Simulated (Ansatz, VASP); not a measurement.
Two plane-wave programs on Pb

```
Pb
1.0
     0.00000    2.73269    2.73269
     2.73269    0.00000    2.73269
     2.73269    2.73269    0.00000
Pb
2
Direct
  0.50000 0.50000 0.50000
  0.75000 0.75000 0.75000
```

Alike in both runs: task single point; functional PBE; k mesh 14 × 14 × 14; occupations gaussian, width 0.1 eV; no spin polarisation.

```csv
,VASP,Ansatz
version,VASP 6.6.1,Ansatz 0.2.0
potentials or method,"VASP PAW PBE potentials, release 64 (Pb_d), cutoff 520 eV","scalar-relativistic, plane waves, PAW"
valence electrons in the cell,28,28
```

|  | VASP | Ansatz | Ansatz less VASP |
| --- | --- | --- | --- |
| gap on the k mesh at the Fermi level (eV) | none | none | - |
| pressure (GPa) | 126.6 | 126.7 | +0.18 |

A gap of «none» marks a metal or a gap that the smearing closes. Both programs put the cell under a high pressure, so it lies far from rest at this level. With one functional, cell and mesh, what is left measures potentials, basis and numerics.

Neither program's run includes spin-orbit coupling. Noted on VASP's run: the cell as given lies far from equilibrium.
